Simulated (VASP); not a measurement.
A run of VASP 6.6.1 is set up as follows.

INCAR

```
SYSTEM = Ge
ALGO     = Normal         ! electronic algorithm
EDIFF    = 1E-6           ! SCF threshold, eV
ENCUT    = 500            ! plane-wave cutoff, eV
GGA      = CA             ! functional
GGA_COMPAT= .FALSE.      
ISIF     = 2              ! what is computed and relaxed
ISMEAR   = 0              ! smearing method
LASPH    = .TRUE.         ! aspherical terms in the spheres
LCHARG   = .FALSE.        ! write CHGCAR
LREAL    = .FALSE.        ! projectors in reciprocal space
LWAVE    = .FALSE.        ! write WAVECAR
NBANDS   = 36             ! bands
NELM     = 120            ! most SCF steps
PREC     = Accurate       ! precision mode
SIGMA    = 0.1            ! smearing width, eV
```

KPOINTS

```
k-points
0
G
  4 4 4
  0 0 0
```

The input POSCAR:

```
Ge
1.0
    3.9685767155      0.0000000000      0.0000000000
    0.0000000000      5.6124150143      0.0000000000
    0.0000000000      0.0000000000      3.9826430258
Ge
4
Direct
    0.0000000000      0.0000000000      0.0000000000
    0.5000000000      0.5000000000      0.5000000000
    0.0000000000      0.2500000000      0.5000000000
    0.5000000000      0.7500000000      0.0000000000
```

Potentials or basis: VASP PAW LDA potentials, release 64 (Ge_d).

Launch:

```bash
$ cat potpaw_LDA.64/Ge_d/POTCAR > POTCAR
$ mpirun -np 1 vasp_std > vasp.out
```

Question: Estimate the pressure.

Answer: 0.4 GPa.

Question: What does it give for the largest force?

Answer: 0.036 eV/Å.

Stress tensor (GPa, compression positive):
```
 1.24  0.00  0.00
 0.00 -0.68  0.00
 0.00  0.00  0.69
```
